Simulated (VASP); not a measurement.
# Ti2As (P4/nmm) in VASP: single point with PBEsol

Aim: the single point of Ti2As with PBEsol.

All numbers are computed with VASP 6.6.1; they aren't measurements. Logs are shortened: lines on timing, memory, paths and dates and some standing lists are left out, and cuts for length are marked.

## Step 1: The cell of the first run

The structure is tetragonal, space group P4/nmm (No. 129). Conventional cell: a = 3.572 Å, b = 3.572 Å, c = 7.043 Å, α = 90.00°, β = 90.00°, γ = 90.00°. Ti (site symmetry -4m2) has 8 Ti at 2.53 to 3.13 Å and 4 As at 2.61 Å within 3.3 Å. Within 3.4 Å of Ti (site symmetry 4mm) lie 5 As at 2.57 to 2.61 Å and 8 Ti at 3.13 to 3.16 Å. Within 3.4 Å of As (site symmetry 4mm) lie 9 Ti at 2.57 to 2.61 Å.

## Step 2: Single point, PBEsol, non-collinear spin, typed start, spin-orbit coupling

INCAR reads:

```
SYSTEM = Ti2As
PREC = Accurate
ENCUT = 520
EDIFF = 1E-7
ISMEAR = -1
SIGMA = 0.1
LREAL = .FALSE.
LASPH = .TRUE.
NELM = 150
ALGO = Normal
ISIF = 2
LWAVE = .FALSE.
LCHARG = .TRUE.
MAGMOM = 0 0 1 0 0 1 0 0 1 0 0 1 0 0 0 0 0 0
LORBIT = 11
LSORBIT = .TRUE.
GGA_COMPAT = .FALSE.
LORBMOM = .TRUE.
LMAXMIX = 4
GGA = PS
LVHAR = .TRUE.
NBANDS = 74
```

KPOINTS reads:

```
Automatic mesh
0
G
  5 5 3
  0 0 0
```

POSCAR reads:

```
Ti2As
1.0
    3.5719692310      0.0000000000      0.0000000000
    0.0000000000      3.5719692310      0.0000000000
    0.0000000000      0.0000000000      7.0432929143
Ti As
4 2
Direct
    0.0000000000      0.0000000000      0.0000000000
    0.5000000000      0.5000000000      0.0000000000
    0.0000000000      0.5000000000      0.3648957597
    0.5000000000      0.0000000000      0.6351042403
    0.0000000000      0.5000000000      0.7293266167
    0.5000000000      0.0000000000      0.2706733833
```

Potentials or basis: VASP PAW PBE potentials, release 64 (Ti_sv, As).

Started as:

```bash
cat potpaw_PBE.64/Ti_sv/POTCAR potpaw_PBE.64/As/POTCAR > POTCAR
mpirun -np 1 vasp_ncl > vasp.out
```

OUTCAR:

```text
SYSTEM = Ti2As
   PREC = Accurate
   ENCUT = 520
   EDIFF = 1E-7
   ISMEAR = -1
   LREAL = .FALSE.
   LASPH = .TRUE.
   NELM = 150
   ISIF = 2
   LORBIT = 11
   LSORBIT = .TRUE.
   GGA = PS

 ion  position               nearest neighbor table
   1  0.000  0.000  0.000-   2 2.53   2 2.53   2 2.53   2 2.53   5 2.61   6 2.61   6 2.61   5 2.61

   2  0.500  0.500  0.000-   1 2.53   1 2.53   1 2.53   1 2.53   6 2.61   6 2.61   5 2.61   5 2.61

   3  0.000  0.500  0.365-   5 2.57   6 2.61   6 2.61   6 2.61   6 2.61
   4  0.500  0.000  0.635-   6 2.57   5 2.61   5 2.61   5 2.61   5 2.61
   5  0.000  0.500  0.729-   3 2.57   4 2.61   4 2.61   4 2.61   4 2.61   1 2.61   2 2.61   2 2.61
                             1 2.61
   6  0.500  0.000  0.271-   4 2.57   3 2.61   3 2.61   3 2.61   3 2.61   1 2.61   1 2.61   2 2.61
                             2 2.61

  LATTYP: Found a simple tetragonal cell.
 ALAT       =     3.5719692310
 C/A-ratio  =     1.9718235121

  Lattice vectors:

 A1 = (   3.5719692310,   0.0000000000,   0.0000000000)
 A2 = (   0.0000000000,   3.5719692310,   0.0000000000)
 A3 = (   0.0000000000,   0.0000000000,   7.0432929143)

Analysis of symmetry for initial positions (statically):
=====================================================================
 Subroutine PRICEL returns:
 Original cell was already a primitive cell.

 Routine SETGRP: Setting up the symmetry group for a
 simple tetragonal supercell.

 Subroutine GETGRP returns: Found 16 space group operations
 (whereof  8 operations were pure point group operations)
 out of a pool of 16 trial point group operations.

The static configuration has the point symmetry D_2d.
 The point group associated with its full space group is D_4h.

Analysis of symmetry for dynamics (positions and initial velocities):
=====================================================================
 Subroutine PRICEL returns:
 Original cell was already a primitive cell.

 Routine SETGRP: Setting up the symmetry group for a
 simple tetragonal supercell.

 Subroutine GETGRP returns: Found 16 space group operations
 (whereof  8 operations were pure point group operations)
 out of a pool of 16 trial point group operations.

The dynamic configuration has the point symmetry D_2d.
 The point group associated with its full space group is D_4h.

Analysis of structural, dynamic, and magnetic symmetry:
=====================================================================
 Subroutine PRICEL returns:
 Original cell was already a primitive cell.

 Routine SETGRP: Setting up the symmetry group for a
 simple tetragonal supercell.

 Subroutine GETGRP returns: Found  8 space group operations
 (whereof  4 operations were pure point group operations)
 out of a pool of 16 trial point group operations.

The overall configuration has the point symmetry S_4 .
 The point group associated with its full space group is C_4h.

 Subroutine INISYM returns: Found  8 space group operations
 (whereof  4 operations are pure point group operations),
 and found     1 'primitive' translations

----------------------------------------------------------------------------------------

                                     Primitive cell

  volume of cell :      89.8651

  direct lattice vectors                    reciprocal lattice vectors
     3.571969231  0.000000000  0.000000000     0.279957619  0.000000000  0.000000000
     0.000000000  3.571969231  0.000000000     0.000000000  0.279957619  0.000000000
     0.000000000  0.000000000  7.043292914     0.000000000  0.000000000  0.141979045

  length of vectors
     3.571969231  3.571969231  7.043292914     0.279957619  0.279957619  0.141979045

  position of ions in fractional coordinates (direct lattice)
     0.000000000  0.000000000  0.000000000
     0.500000000  0.500000000  0.000000000
     0.000000000  0.500000000  0.364895760
     0.500000000  0.000000000  0.635104240
[... 131 lines left out ...]
      1     -47.1979      1.00000
      2     -47.1979      1.00000
      3     -47.1655      1.00000
      4     -47.1655      1.00000
      5     -46.4842      1.00000
      6     -46.4842      1.00000
[... 1011 lines left out ...]
     69      11.6240      0.00000
     70      11.6240      0.00000
 [bands above 70 left out]

------------------------ aborting loop because EDIFF is reached ----------------------------------------

  FORCE on cell =-STRESS in cart. coord.  units (eV):
  Direction    XX          YY          ZZ          XY          YZ          ZX
  --------------------------------------------------------------------------------------
  -------------------------------------------------------------------------------------
  Total        2.9955937      2.9955937      3.0763749     -0.0000001      0.0000000      0.0000000
  in kB       53.4075088     53.4075088     54.8477321     -0.0000025      0.0000000      0.0000000
  external PRESSURE =      53.8875832 kB  Pullay stress =       0.0000000 kB

 VOLUME and BASIS-vectors are now :
 -----------------------------------------------------------------------------
  energy-cutoff  :      520.00
  volume of cell :       89.87
      direct lattice vectors                 reciprocal lattice vectors
     3.571969231  0.000000000  0.000000000     0.279957619  0.000000000  0.000000000
     0.000000000  3.571969231  0.000000000     0.000000000  0.279957619  0.000000000
     0.000000000  0.000000000  7.043292914     0.000000000  0.000000000  0.141979045

 POSITION                                       TOTAL-FORCE (eV/Angst)
 -----------------------------------------------------------------------------------
      0.00000      0.00000      0.00000         0.000000      0.000000      0.000000
      1.78598      1.78598      0.00000        -0.000000     -0.000000      0.000000
      0.00000      1.78598      2.57007         0.000000     -0.000000     -0.006322
      1.78598      0.00000      4.47323        -0.000000      0.000000      0.006322
      0.00000      1.78598      5.13686         0.000000     -0.000000     -0.006811
      1.78598      0.00000      1.90643         0.000000     -0.000000      0.006811
 -----------------------------------------------------------------------------------
    total drift:                                0.000000      0.000000      0.000000

  FREE ENERGIE OF THE ION-ELECTRON SYSTEM (eV)
  ---------------------------------------------------
  free  energy   TOTEN  =       -49.0705415829 eV

  energy  without entropy=      -48.9318152097  energy(sigma->0) =      -49.00117840

 orbital moment (x)

 # of ion     p       d       tot
 ----------------------------------------
  1         0.000  -0.000  -0.000
  2         0.000  -0.000  -0.000
  3        -0.000  -0.000  -0.000
  4        -0.000  -0.000  -0.000
  5         0.000  -0.000  -0.000
  6         0.000   0.000   0.000
 ----------------------------------------
           -0.000  -0.000  -0.000

 orbital moment (y)

 # of ion     p       d       tot
 ----------------------------------------
  1        -0.000  -0.000  -0.000
  2        -0.000   0.000   0.000
  3        -0.000  -0.000  -0.000
  4        -0.000  -0.000  -0.000
  5         0.000   0.000   0.000
  6        -0.000  -0.000  -0.000
 ----------------------------------------
           -0.000  -0.000  -0.000

 orbital moment (z)

 # of ion     p       d       tot
 ----------------------------------------
  1         0.000   0.000   0.000
  2         0.000   0.000   0.000
  3        -0.000   0.000   0.000
  4        -0.000   0.000   0.000
  5        -0.000   0.000  -0.000
  6        -0.000   0.000  -0.000
 ----------------------------------------
           -0.000   0.000   0.000

 Spin-Orbit-Coupling matrix elements

 Ion:    1  E_soc:     -0.0114811
 l=   1
     0.0000000    -0.0017904    -0.0017866
    -0.0017904     0.0000000    -0.0017904
    -0.0017866    -0.0017904     0.0000000
 l=   2
     0.0000000    -0.0000295     0.0000000    -0.0000295    -0.0000833
    -0.0000295     0.0000000    -0.0000795    -0.0000292    -0.0000213
     0.0000000    -0.0000795     0.0000000    -0.0000795     0.0000000
    -0.0000295    -0.0000292    -0.0000795     0.0000000    -0.0000213
    -0.0000833    -0.0000213     0.0000000    -0.0000213     0.0000000
 l=   3
     0.0000000     0.0000000     0.0000000     0.0000000     0.0000000     0.0000000     0.0000000
     0.0000000     0.0000000     0.0000000     0.0000000     0.0000000     0.0000000     0.0000000
     0.0000000     0.0000000     0.0000000     0.0000000     0.0000000     0.0000000     0.0000000
     0.0000000     0.0000000     0.0000000     0.0000000     0.0000000     0.0000000     0.0000000
[... 89 lines left out ...]
 l=   2
     0.0000000     0.0000032     0.0000000     0.0000032     0.0000002
     0.0000032     0.0000000    -0.0000008    -0.0000023    -0.0000025
     0.0000000    -0.0000008     0.0000000    -0.0000008     0.0000000
     0.0000032    -0.0000023    -0.0000008     0.0000000    -0.0000025
     0.0000002    -0.0000025     0.0000000    -0.0000025     0.0000000
 l=   3
     0.0000000     0.0000000     0.0000000     0.0000000     0.0000000     0.0000000     0.0000000
     0.0000000     0.0000000     0.0000000     0.0000000     0.0000000     0.0000000     0.0000000
     0.0000000     0.0000000     0.0000000     0.0000000     0.0000000     0.0000000     0.0000000
     0.0000000     0.0000000     0.0000000     0.0000000     0.0000000     0.0000000     0.0000000
     0.0000000     0.0000000     0.0000000     0.0000000     0.0000000     0.0000000     0.0000000
     0.0000000     0.0000000     0.0000000     0.0000000     0.0000000     0.0000000     0.0000000
     0.0000000     0.0000000     0.0000000     0.0000000     0.0000000     0.0000000     0.0000000

 total charge

# of ion       s       p       d       tot
------------------------------------------
    1        2.221   6.159   2.184  10.564
    2        2.221   6.159   2.184  10.564
    3        2.163   6.135   1.975  10.274
    4        2.163   6.135   1.975  10.274
    5        1.184   1.701   0.084   2.969
    6        1.184   1.701   0.084   2.969
--------------------------------------------------
tot         11.136  27.988   8.487  47.612

 magnetization (x)

# of ion       s       p       d       tot
------------------------------------------
    1        0.000   0.000   0.000   0.000
    2        0.000   0.000  -0.000  -0.000
    3        0.000   0.000   0.000   0.000
    4        0.000   0.000   0.000   0.000
    5        0.000  -0.000   0.000  -0.000
    6        0.000  -0.000   0.000  -0.000
--------------------------------------------------
tot          0.000  -0.000   0.000   0.000

 magnetization (y)

# of ion       s       p       d       tot
------------------------------------------
    1        0.000  -0.000   0.000  -0.000
    2       -0.000  -0.000   0.000  -0.000
    3       -0.000   0.000   0.000  -0.000
    4       -0.000   0.000   0.000  -0.000
    5        0.000   0.000   0.000   0.000
    6        0.000   0.000   0.000   0.000
--------------------------------------------------
tot         -0.000   0.000   0.000  -0.000

 magnetization (z)

# of ion       s       p       d       tot
------------------------------------------
    1       -0.000  -0.000  -0.000  -0.000
    2       -0.000  -0.000  -0.000  -0.000
    3       -0.000  -0.000  -0.000  -0.000
    4       -0.000  -0.000  -0.000  -0.000
    5        0.000   0.000  -0.000   0.000
    6        0.000   0.000  -0.000   0.000
--------------------------------------------------
tot         -0.000  -0.000  -0.000  -0.000
```

It took 3.6 min on 1 thread of Intel Xeon Platinum 8488C (Sapphire Rapids), shared host; peak memory 0.42 GiB.

What came out:

* Free energy: -49.0705 eV
* Pressure: 5.4 GPa
* Largest force: 0.007 eV/Å
* Net moment: 0.00 μB per cell
* Valence electrons inside the program's atomic spheres: Ti 10.56, 10.27; As 2.97

Forces in eV/Å, atoms in the order of the input:
```
Ti   0.000  0.000  0.000
Ti   0.000  0.000  0.000
Ti   0.000  0.000 -0.006
Ti   0.000  0.000  0.006
As   0.000  0.000 -0.007
As   0.000  0.000  0.007
```

Moments on the atoms (μB; x, y, z):
```
Ti  0.00 0.00 0.00
Ti  0.00 0.00 0.00
Ti  0.00 0.00 0.00
Ti  0.00 0.00 0.00
As  0.00 0.00 0.00
As  0.00 0.00 0.00
```

Caveat: the PAW data sets were made with another functional, which shifts forces and pressure a little.
